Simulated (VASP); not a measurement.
A run of VASP 6.6.1:

File INCAR:

```
SYSTEM = Al
ALGO     = Normal         ! electronic algorithm
EDIFF    = 1E-7           ! SCF threshold, eV
ENCUT    = 520            ! plane-wave cutoff, eV
GGA      = PE             ! functional
ISIF     = 2              ! what is computed and relaxed
ISMEAR   = 0              ! smearing method
IVDW     = 12             ! dispersion correction
LASPH    = .True.         ! aspherical terms in the spheres
LCHARG   = .False.        ! write CHGCAR
LREAL    = .False.        ! projectors in reciprocal space
LWAVE    = .False.        ! write WAVECAR
NBANDS   = 14             ! bands
NELM     = 60             ! most SCF steps
PREC     = Accurate       ! precision mode
SIGMA    = 0.15           ! smearing width, eV
```

The input KPOINTS:

```
k-points
0
Gamma
  18 18 6
  0 0 0
```

The input POSCAR:

```
Al
1.0
    2.7402168326      0.0000000000      0.0000000000
   -1.3701084163      2.3730973889      0.0000000000
    0.0000000000      0.0000000000      9.7483213818
Al
4
Direct
    0.0000000000      0.0000000000      0.0000000000
    0.3333333333      0.6666666667      0.2500000000
    0.0000000000      0.0000000000      0.5000000000
    0.6666666667      0.3333333333      0.7500000000
```

Potentials or basis: VASP PAW PBE potentials, release 64 (Al).

Launch:

```bash
$ cat potpaw_PBE.64/Al/POTCAR > POTCAR
$ mpirun -np 1 vasp_std > vasp.out
```

Hardware: 1 thread of Intel(R) Xeon(R) 6975P-C (Granite Rapids), on a shared host.

Q: Estimate the wall time of this run.

A: Run time: 43 s on 1 thread of Intel(R) Xeon(R) 6975P-C (Granite Rapids), on a shared host, peak memory 0.24 GiB. Counts: scf iterations 13, k points 148.
